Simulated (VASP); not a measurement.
# CaCo (Fm-3m) in VASP: notebook

Runs on CaCo. Level: PBE. Tasks: single point.

Program: VASP 6.6.1. These are calculated values, not measurements. Logs are shortened: lines on timing, memory, paths and dates and some standing lists are left out, and cuts for length are marked.

## 1. The cell of the first run

It takes space group Fm-3m (No. 225, cubic). The conventional cell has a = 5.034 Å, b = 5.034 Å, c = 5.034 Å, α = 90.00°, β = 90.00°, γ = 90.00°. Ca (site symmetry m-3m) has 6 Co at 2.52 Å within 3.3 Å. Within 3.3 Å of Co (site symmetry m-3m) lie 6 Ca at 2.52 Å.

## 2. Single point, PBE, collinear spin, ferromagnetic start (volume scaled by 0.94)

Contents of INCAR:

```
PREC = Accurate ; ENCUT = 520
EDIFF = 1E-7 ; ISMEAR = -1
SIGMA = 0.05 ; LREAL = False
LASPH = True ; NELM = 150
ALGO = Normal ; ISIF = 2
LWAVE = False ; LCHARG = True
ISPIN = 2 ; MAGMOM = 0 2
LORBIT = 11 ; LMAXMIX = 4
GGA = PE ; LELF = True
LVHAR = True ; NBANDS = 20
```

Contents of KPOINTS:

```
Automatic mesh
0
Gamma
  9 9 9
```

Contents of POSCAR:

```
CaCo
1.0
    0.0000000000      2.5167778549      2.5167778549
    2.5167778549      0.0000000000      2.5167778549
    2.5167778549      2.5167778549      0.0000000000
Ca Co
1 1
Direct
    0.5000000000      0.5000000000      0.5000000000
    0.0000000000      0.0000000000      0.0000000000
```

Potentials or basis: VASP PAW PBE potentials, release 64 (Ca_sv, Co).

Run with:

```bash
cat potpaw_PBE.64/Ca_sv/POTCAR potpaw_PBE.64/Co/POTCAR > POTCAR
mpirun -np 1 vasp_std > vasp.out
```

OUTCAR:

```text
PREC = Accurate
   ENCUT = 520
   EDIFF = 1E-7
   ISMEAR = -1
   LREAL = False
   LASPH = True
   NELM = 150
   ISIF = 2
   ISPIN = 2
   LORBIT = 11
   GGA = PE

 ion  position               nearest neighbor table
   1  0.500  0.500  0.500-   2 2.52   2 2.52   2 2.52   2 2.52   2 2.52   2 2.52
   2  0.000  0.000  0.000-   1 2.52   1 2.52   1 2.52   1 2.52   1 2.52   1 2.52

  LATTYP: Found a face centered cubic cell.
 ALAT       =     5.0335557098

  Lattice vectors:

 A1 = (   0.0000000000,   2.5167778549,   2.5167778549)
 A2 = (   2.5167778549,   0.0000000000,   2.5167778549)
 A3 = (   2.5167778549,   2.5167778549,   0.0000000000)

Analysis of symmetry for initial positions (statically):
=====================================================================
 Subroutine PRICEL returns:
 Original cell was already a primitive cell.

 Routine SETGRP: Setting up the symmetry group for a
 face centered cubic supercell.

 Subroutine GETGRP returns: Found 48 space group operations
 (whereof 48 operations were pure point group operations)
 out of a pool of 48 trial point group operations.

The static configuration has the point symmetry O_h .

Analysis of symmetry for dynamics (positions and initial velocities):
=====================================================================
 Subroutine PRICEL returns:
 Original cell was already a primitive cell.

 Routine SETGRP: Setting up the symmetry group for a
 face centered cubic supercell.

 Subroutine GETGRP returns: Found 48 space group operations
 (whereof 48 operations were pure point group operations)
 out of a pool of 48 trial point group operations.

The dynamic configuration has the point symmetry O_h .

Analysis of structural, dynamic, and magnetic symmetry:
=====================================================================
 Subroutine PRICEL returns:
 Original cell was already a primitive cell.

 Routine SETGRP: Setting up the symmetry group for a
 face centered cubic supercell.

 Subroutine GETGRP returns: Found 48 space group operations
 (whereof 48 operations were pure point group operations)
 out of a pool of 48 trial point group operations.

The overall configuration has the point symmetry O_h .

 Subroutine INISYM returns: Found 48 space group operations
 (whereof 48 operations are pure point group operations),
 and found     1 'primitive' translations

----------------------------------------------------------------------------------------

                                     Primitive cell

  volume of cell :      31.8834

  direct lattice vectors                    reciprocal lattice vectors
     0.000000000  2.516777855  2.516777855    -0.198666719  0.198666719  0.198666719
     2.516777855  0.000000000  2.516777855     0.198666719 -0.198666719  0.198666719
     2.516777855  2.516777855  0.000000000     0.198666719  0.198666719 -0.198666719

  length of vectors
     3.559261376  3.559261376  3.559261376     0.344100852  0.344100852  0.344100852

  position of ions in fractional coordinates (direct lattice)
     0.500000000  0.500000000  0.500000000
     0.000000000  0.000000000  0.000000000

  ion indices of the primitive-cell ions
   primitive index   ion index
                 1           1
                 2           2

----------------------------------------------------------------------------------------

 KPOINTS: Automatic mesh

Automatic generation of k-mesh.
 Grid dimensions read from file:
 generate k-points for:    9    9    9

 Generating k-lattice:

  Cartesian coordinates                     Fractional coordinates (reciprocal lattice)
    -0.022074080  0.022074080  0.022074080     0.111111111  0.000000000  0.000000000
     0.022074080 -0.022074080  0.022074080     0.000000000  0.111111111  0.000000000
     0.022074080  0.022074080 -0.022074080     0.000000000  0.000000000  0.111111111

  Length of vectors
     0.038233428  0.038233428  0.038233428

  Shift w.r.t. Gamma in fractional coordinates (k-lattice)
     0.000000000  0.000000000  0.000000000

 Subroutine IBZKPT returns following result:
 ===========================================

 Found     35 irreducible k-points:

 Following reciprocal coordinates:
            Coordinates               Weight
  0.000000  0.000000  0.000000      1.000000
  0.111111  0.000000  0.000000      8.000000
  0.222222  0.000000  0.000000      8.000000
  0.333333  0.000000  0.000000      8.000000
  0.444444  0.000000  0.000000      8.000000
  0.111111  0.111111  0.000000      6.000000
[... 16 lines left out ...]
 -0.333333  0.333333  0.000000     12.000000
  0.444444  0.444444  0.000000      6.000000
 [... further k-points ...]
   k-points           NKPTS =     35   k-points in BZ     NKDIM =     35   number of bands    NBANDS=     20
   number of dos      NEDOS =    301   number of ions     NIONS =      2
   total plane-waves  NPLWV =  21952
   dimension x,y,z NGX =    28 NGY =   28 NGZ =   28
   dimension x,y,z NGXF=    56 NGYF=   56 NGZF=   56
   ions per type =               1   1
   NGX,Y,Z   is equivalent  to a cutoff of  13.08, 13.08, 13.08 a.u.
   NGXF,Y,Z  is equivalent  to a cutoff of  26.16, 26.16, 26.16 a.u.
 SYSTEM =  unknown system
   PREC   = accura    normal or accurate (medium, high low for compatibility)
   ISTART =      0    job   : 0-new  1-cont  2-samecut
   ICHARG =      2    charge: 1-file 2-atom 10-const
   ISPIN  =      2    spin polarized calculation?
   LNONCOLLINEAR =      F non collinear calculations
   LSORBIT =      F    spin-orbit coupling
   LASPH  =      T    aspherical Exc in radial PAW
   ENCUT  =  520.0 eV  38.22 Ry    6.18 a.u.   6.62  6.62  6.62*2*pi/ulx,y,z
   NELM   =    150;   NELMIN=  2; NELMDL= -5     # of ELM steps
   EDIFF  = 0.1E-06   stopping-criterion for ELM
   LREAL  =      F    real-space projection
   EDIFFG = 0.1E-05   stopping-criterion for IOM
   NSW    =      0    number of steps for IOM
   IBRION =     -1    ionic relax: 0-MD 1-quasi-New 2-CG
   NFREE  =      0    steps in history (QN), initial steepest desc. (CG)
   ISIF   =      2    stress and relaxation
   ISYM   =      2    0-nonsym 1-usesym 2-fastsym
   POTIM  = 0.5000    time-step for ionic-motion
   TEBEG  =    0.0;   TEEND  =   0.0 temperature during run
   PSTRESS=    0.0 pullay stress
   NELECT =      19.0000    total number of electrons
   NUPDOWN=      -1.0000    fix difference up-down
   EMIN   =  10.00;   EMAX   =-10.00  energy-range for DOS
   EFERMI =   0.00;   METHOD = LEGACY
   ISMEAR =    -1;   SIGMA  =   0.05  broadening in eV -4-tet -1-fermi 0-gaus
   EFERMI_NEDOS =   21; number of points for ismear=-14 and -15
   IALGO  =     38    algorithm
   IMIX   =      4    mixing-type and parameters
     AMIX     =   0.40;   BMIX     =  1.00
     AMIX_MAG =   1.60;   BMIX_MAG =  1.00
  volume/ion in A,a.u.               =      15.94       107.58
  Fermi-wavevector in a.u.,A,eV,Ry     =   1.377647  2.603375 25.822634  1.897910
  Thomas-Fermi vector in A             =   2.502781
   LORBIT       =     11    0 simple, 1 ext, 2 COOP (PROOUT), +10 PAW based schemes
   GGA     = PE    functional components
   LHFCALC =     F    Hartree Fock is set to
   AEXX    =    0.0000 exact exchange contribution
   IVDW    =     0    specifies the selected vdW correction
   LEPSILON=     F    determine dielectric tensor
   LRPA    =     F    only Hartree local field effects (RPA)
 spin polarized calculation
  energy-cutoff  :      520.00
  volume of cell :       31.88
 maximum number of plane-waves:       881
   NGX = 13   NGY = 13   NGZ = 13

 number of electron      19.0000005 magnetization       0.9875963

 Free energy of the ion-electron system (eV)
  ---------------------------------------------------
  ext. energy  EPLUGINS =         0.00000000
  ---------------------------------------------------
  free energy    TOTEN  =        -6.26713089 eV

  energy without entropy =       -6.24142588  energy(sigma->0) =       -6.25427838

 E-fermi :   6.1811     XC(G=0): -11.2817

 val. band max:        6.1716801859   @ k =  -0.4444   0.2222   0.1111
 cond. band min:       6.1960547503   @ k =  -0.4444   0.2222   0.0000
 fundamental gap:      0.0243745644
 Fermi energy:         6.1811219636

 spin component 1

 k-point     1 :       0.0000    0.0000    0.0000
  band No.  band energies     occupation
      1     -32.8567      1.00000
      2     -13.8331      1.00000
      3     -13.8331      1.00000
      4     -13.8331      1.00000
      5       0.8467      1.00000
      6       4.1378      1.00000
[... 12 lines left out ...]
     19      17.5161      0.00000
     20      25.7190      0.00000

 k-point     2 :       0.1111    0.0000    0.0000
  band No.  band energies     occupation
      1     -32.8490      1.00000
      2     -13.8984      1.00000
      3     -13.8453      1.00000
      4     -13.8453      1.00000
      5       1.1409      1.00000
      6       4.1290      1.00000
[... 498 lines left out ...]
 k-point    24 :       0.4444    0.4444    0.0000
  band No.  band energies     occupation
      1     -32.7798      1.00000
      2     -14.2737      1.00000
      3     -13.9965      1.00000
      4     -13.9965      1.00000
      5       3.1841      1.00000
      6       4.1726      1.00000
[... 12 lines left out ...]
     19      21.5669      0.00000
     20      21.9390      0.00000

 [... further k-points ...]

 spin component 2

 k-point     1 :       0.0000    0.0000    0.0000
  band No.  band energies     occupation
      1     -32.8895      1.00000
      2     -13.8690      1.00000
      3     -13.8690      1.00000
      4     -13.8690      1.00000
      5       0.8939      1.00000
      6       4.8933      1.00000
[... 12 lines left out ...]
     19      17.8422      0.00000
     20      25.7840      0.00000

 k-point     2 :       0.1111    0.0000    0.0000
  band No.  band energies     occupation
      1     -32.8817      1.00000
      2     -13.9341      1.00000
      3     -13.8810      1.00000
      4     -13.8810      1.00000
      5       1.1883      1.00000
      6       4.9797      1.00000
[... 498 lines left out ...]
 k-point    24 :       0.4444    0.4444    0.0000
  band No.  band energies     occupation
      1     -32.8122      1.00000
      2     -14.3122      1.00000
      3     -14.0327      1.00000
      4     -14.0327      1.00000
      5       3.7759      1.00000
      6       4.4780      1.00000
[... 12 lines left out ...]
     19      21.4528      0.00000
     20      22.1369      0.00000

 [... further k-points ...]
[... 5 lines left out ...]
  --------------------------------------------------------------------------------------
  -------------------------------------------------------------------------------------
  Total        5.5777485      5.5777485      5.5777485     -0.0000000      0.0000000     -0.0000000
  in kB      280.2882336    280.2882336    280.2882336     -0.0000000      0.0000000     -0.0000000
  external PRESSURE =     280.2882336 kB  Pullay stress =       0.0000000 kB

 VOLUME and BASIS-vectors are now :
 -----------------------------------------------------------------------------
  energy-cutoff  :      520.00
  volume of cell :       31.88
      direct lattice vectors                 reciprocal lattice vectors
     0.000000000  2.516777855  2.516777855    -0.198666719  0.198666719  0.198666719
     2.516777855  0.000000000  2.516777855     0.198666719 -0.198666719  0.198666719
     2.516777855  2.516777855  0.000000000     0.198666719  0.198666719 -0.198666719

 POSITION                                       TOTAL-FORCE (eV/Angst)
 -----------------------------------------------------------------------------------
      2.51678      2.51678      2.51678         0.000000      0.000000      0.000000
      0.00000      0.00000      0.00000         0.000000      0.000000     -0.000000
 -----------------------------------------------------------------------------------
    total drift:                                0.000000      0.000000      0.000000

  FREE ENERGIE OF THE ION-ELECTRON SYSTEM (eV)
  ---------------------------------------------------
  free  energy   TOTEN  =        -6.2671308892 eV

  energy  without entropy=       -6.2414258776  energy(sigma->0) =       -6.25427838

 total charge

# of ion       s       p       d       tot
------------------------------------------
    1        2.115   5.860   0.555   8.529
    2        0.546   0.160   7.577   8.283
--------------------------------------------------
tot          2.661   6.020   8.132  16.813

 magnetization (x)

# of ion       s       p       d       tot
------------------------------------------
    1       -0.002  -0.001  -0.036  -0.040
    2        0.071  -0.008   1.005   1.068
--------------------------------------------------
tot          0.069  -0.009   0.969   1.028
```

It took 69 s on 1 thread of Intel Xeon Platinum 8488C (Sapphire Rapids), shared host; peak memory 0.19 GiB.

What came out:

```
Free energy                                           : -6.2671 eV
Pressure                                              : 28.0 GPa
Band gap on the k mesh                                : zero (filled and empty bands overlap)
Net moment                                            : 0.99 μB per cell
Site moments                                          : Ca -0.04; Co +1.07 μB
Valence electrons inside the program's atomic spheres : Ca 8.53; Co 8.28
```

(Part 1 of 2 ends here.)
